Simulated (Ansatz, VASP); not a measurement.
Two plane-wave programs on CaO

Contents of POSCAR:

```
CaO
1.0
    3.2863996365      0.0000000000      0.0000000000
   -1.6431998183      2.8461055722      0.0000000000
    0.0000000000      0.0000000000      5.7555741363
Ca O
2 2
Direct
    0.0000000000      0.0000000000      0.0000000000
    0.0000000000      0.0000000000      0.5000000000
    0.3333333333      0.6666666667      0.2500000000
    0.6666666667      0.3333333333      0.7500000000
```

INCAR.step1

```
ALGO = Normal
EDIFF = 1E-4
ENCUT = 520
GGA = PE
ISMEAR = 0
LASPH = T
LCHARG = F
LREAL = F
LWAVE = T
NBANDS = 24
NELM = 100
PREC = Accurate
SIGMA = 0.01
```

Contents of INCAR.step2:

```
ALGO = Normal
EDIFF = 1E-6
ENCUT = 520
ISIF = 2
ISMEAR = 0
ISTART = 1
LASPH = T
LCHARG = T
LELF = T
LMIXTAU = T
LREAL = F
LVHAR = T
LWAVE = F
METAGGA = R2SCAN
NBANDS = 24
NELM = 100
PREC = Accurate
SIGMA = 0.01
```

The input KPOINTS:

```
k-points
0
Gamma
  9 9 4
```

Input for Ansatz:

```yaml
crystal:
  lattice:
    - [3.2863996365, 0.0, 0.0]
    - [-1.6431998183, 2.8461055722, 0.0]
    - [0.0, 0.0, 5.7555741363]
  atoms:
    - { symbol: Ca, position: [0.0, 0.0, 0.0] }
    - { symbol: Ca, position: [0.0, 0.0, 0.5] }
    - { symbol: O, position: [0.3333333333, 0.6666666667, 0.25] }
    - { symbol: O, position: [0.6666666667, 0.3333333333, 0.75] }
kpoints:
  mp_grid: { grid: [9, 9, 4] }
hamiltonian:
  xc: r2scan
scf:
  occupations: { method: fixed }
  n_extra_bands: 5
output:
  forces: true
  stress: true
  eigenvalues: true
```

Alike in both runs: task single point; functional r2SCAN; k mesh 9 × 9 × 4; no spin polarisation.

|  | VASP | Ansatz |
| --- | --- | --- |
| version | VASP 6.6.1 | Ansatz 0.2.0 |
| potentials or method | VASP PAW PBE potentials, release 64 (Ca_sv, O) | plane waves, PAW |
| plane-wave cutoff (eV) | 520 | 500 |
| occupations | gaussian, width 0.01 eV | fixed |
| valence electrons in the cell | 32 | 32 |

Ansatz gave:

* gap on the k mesh at the Fermi level (eV): 4.45
* pressure (GPa): 3.7
* traceless stress, the component that is largest in VASP (GPa): 0.21

Which values does VASP return?

gap on the k mesh at the Fermi level (eV): 4.44; pressure (GPa): 4.8; traceless stress, the component that is largest in VASP (GPa): 0.37.

VASP's potentials were made for PBE, not for r2SCAN.
